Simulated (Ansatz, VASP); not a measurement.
# GaSi3S2: VASP beside Ansatz

```
Ga Si S
1.0
     4.75230    0.00000    0.00000
    -2.37615    4.11561    0.00000
     0.00000    0.00000    5.38971
Ga Si S
1 3 2
Cartesian
  0.0000 0.0000 2.6949
  0.0000 2.7437 3.9911
  2.3761 1.3719 1.3986
  0.0000 0.0000 0.0000
  0.0000 2.7437 0.8018
  2.3761 1.3719 4.5879
```

Change from the starting cell: species swapped into the Sn2Pd3Au type (P-3m1, No. 164).

Alike in both runs: functional PBE; k mesh 12 × 12 × 8; occupations gaussian, width 0.1 eV; no spin polarisation.

Ansatz relaxed the structure, and its values are those at the end. VASP's run is a single point on that final structure, the one shown.

|  | VASP | Ansatz |
| --- | --- | --- |
| version | VASP 6.6.1 | Ansatz 0.2.0 |
| potentials or method | VASP PAW PBE potentials, release 64 (Ga_d, Si, S), cutoff 520 eV | scalar-relativistic, plane waves, PAW |
| valence electrons in the cell | 37 | 37 |

Ansatz gave:

* gap on the k mesh at the Fermi level (eV): none
* pressure (GPa): 0.0
* rms of the force components (eV/Å): 0.002

Estimate VASP's values.

gap on the k mesh at the Fermi level (eV): none; pressure (GPa): -0.1; rms of the force components (eV/Å): 0.017.

A gap of «none» marks a metal or a gap that the smearing closes.
